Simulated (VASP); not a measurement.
A run of VASP 6.6.1 is set up as follows.

File INCAR:

```
SYSTEM = MgO
ALGO = Normal ; EDIFF = 1E-7
ENCUT = 520 ; GGA = PE
ISIF = 2 ; ISMEAR = 0
LASPH = .TRUE. ; LCHARG = .FALSE.
LREAL = .FALSE. ; LWAVE = .FALSE.
NBANDS = 11 ; NELM = 80
PREC = Accurate ; SIGMA = 0.01
```

KPOINTS

```
k-points
0
G
  8 8 8
  0 0 0
```

The input POSCAR:

```
MgO
1.0
    0.0000000000      2.1021677879      2.1021677879
    2.1021677879      0.0000000000      2.1021677879
    2.1021677879      2.1021677879      0.0000000000
Mg O
1 1
Direct
    0.0000000000      0.0000000000      0.0000000000
    0.5000000000      0.5000000000      0.5000000000
```

Potentials or basis: VASP PAW PBE potentials, release 64 (Mg, O).

Run with:

```bash
$ cat potpaw_PBE.64/Mg/POTCAR potpaw_PBE.64/O/POTCAR > POTCAR
$ mpirun -np 1 vasp_std > vasp.out
```

**Question.** What does it give for the pressure?

**Answer.** 4.9 GPa.

**Question.** What does it give for the band gap on the k mesh?

**Answer.** 4.78 eV.

Caveat: the cell stands under pressure.
